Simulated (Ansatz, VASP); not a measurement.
# One calculation of HgTe, two programs

```
Hg Te
1.0
     0.00000    3.07268    3.07268
     3.07268    0.00000    3.07268
     3.07268    3.07268    0.00000
Hg Te
1 1
Direct
  0.00000 0.00000 0.00000
  0.50000 0.50000 0.50000
```

Alike in both runs: functional PBE; k mesh 12 × 12 × 12; occupations fermi-dirac, width 0.08 eV; no spin polarisation.

Ansatz relaxed the structure, and its values are those at the end. VASP's run is a single point on that final structure, the one shown.

|  | VASP | Ansatz |
| --- | --- | --- |
| version | VASP 6.6.1 | Ansatz 0.2.0 |
| potentials or method | VASP PAW PBE potentials, release 64 (Hg, Te) | PAW with Ansatz's default frozen-core files, scalar-relativistic |
| plane-wave cutoff (eV) | 520 | 420 |
| valence electrons in the cell | 18 | 36 |

Ansatz gave:

```
pressure (GPa) : 0.0
```

**Question.** Estimate VASP's values.

**Answer.** Pressure (GPa): 0.1.

VASP's potentials hold 18 valence electrons a cell and Ansatz's 36, so a difference there can come from the potentials and not from the codes.

Neither program's run includes spin-orbit coupling.
